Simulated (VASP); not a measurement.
A run of VASP 6.6.1:

INCAR

```
  PREC = Accurate
  ENCUT = 520
  EDIFF = 1E-6
  ISMEAR = -1
  SIGMA = 0.02
  LREAL = F
  LASPH = T
  NELM = 100
  ALGO = Normal
  ISIF = 2
  LWAVE = F
  LCHARG = F
  GGA = PE
  NBANDS = 17
```

Contents of KPOINTS:

```
Automatic mesh
0
Gamma
  6 6 6
```

The input POSCAR:

```
PbS
1.0
    0.0000000000      3.2412298107      3.2412298107
    3.2412298107      0.0000000000      3.2412298107
    3.2412298107      3.2412298107      0.0000000000
Pb S
1 1
Direct
    0.0000000000      0.0000000000      0.0000000000
    0.2500000000      0.2500000000      0.2500000000
```

Potentials or basis: VASP PAW PBE potentials, release 64 (Pb_d, S).

Command:

```console
$ cat potpaw_PBE.64/Pb_d/POTCAR potpaw_PBE.64/S/POTCAR > POTCAR
$ mpirun -np 1 vasp_std > vasp.out
```

Hardware: 1 thread of AMD EPYC 7R43 64-Core Processor (Zen 3), on a shared host.

Task: How long does it take, and how much memory?

Result: Wall time 43 s on 1 thread of AMD EPYC 7R43 64-Core Processor (Zen 3) (shared host), peak memory 0.16 GiB. Counts: scf iterations 14, k points 16.
